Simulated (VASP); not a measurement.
Set up this calculation in VASP 6.6.1, as the native input.

| Item | Value |
| --- | --- |
| Task | relaxation of cell and atoms |
| Functional | PBE |
| Potentials or basis | VASP PAW PBE potentials, release 64 (Be, Cd, S) |
| Cutoff | 600 eV |
| k mesh | 12 × 12 × 12 |
| Occupations | gaussian, width 0.1 eV |
| Spin | no spin polarisation |
| Dipole correction | no |
| Further INCAR settings | ALGO = Fast; EDIFF = 1e-06; IBRION = 2; EDIFFG = -0.01; NSW = 100; ISIF = 3 |

The structure of BeCd2S3 lies in POSCAR:

```
BeCd2S3
1.0
    3.2631829437      1.8839995510      3.1191839742
   -3.2631829437      1.8839995510      3.1191839742
    0.0000000000     -3.7679991019      3.1191839742
Be Cd S
1 2 3
Direct
    0.5000000000      0.5000000000      0.5000000000
    0.8570451582      0.8570451582      0.8570451582
    0.1429548418      0.1429548418      0.1429548418
    0.5000000000      0.5000000000      0.0000000000
    0.0000000000      0.5000000000      0.5000000000
    0.5000000000      0.0000000000      0.5000000000
```

The cell was generated, and may not be a known phase.

The input as run:

INCAR

```
SYSTEM = BeCd2S3
ALGO = Fast ; EDIFF = 1E-6
EDIFFG = -0.01 ; ENCUT = 600
GGA = PE ; IBRION = 2
ISIF = 3 ; ISMEAR = 0
LASPH = .True. ; LCHARG = .False.
LREAL = .False. ; LWAVE = .False.
NELM = 60 ; NSW = 100
PREC = Accurate ; SIGMA = 0.1
```

KPOINTS

```
k-points
0
Gamma
  12 12 12
  0 0 0
```

Potentials or basis: VASP PAW PBE potentials, release 64 (Be, Cd, S).

The run is started by

```bash
$ cat potpaw_PBE.64/Be/POTCAR potpaw_PBE.64/Cd/POTCAR potpaw_PBE.64/S/POTCAR > POTCAR
$ mpirun -np 1 vasp_std > vasp.out
```

It gave:

| Property | Result |
| --- | --- |
| Relaxed volume | 19.32 Å³/atom |
| Relaxed cell | a = 4.903 Å, b = 4.903 Å, c = 4.903 Å, α = 83.86°, β = 83.86°, γ = 83.86° |
| Space group after relaxing (to 0.1 Å) | R-3m (No. 166) |
| Energy gained by relaxing | 0.2 meV/atom |
| Ionic steps | 10 |
| Pressure after relaxing | 0.0 GPa |
| Band gap on the k mesh | zero (bands 22 and 23 overlap by 0.75 eV) |

Caveat: semilocal functionals underestimate gaps, and a narrow one can read as zero.

It took 53 min on 1 thread of Oxide Virtual Turin-like Processor, with other jobs on the host, peak memory 0.71 GiB.
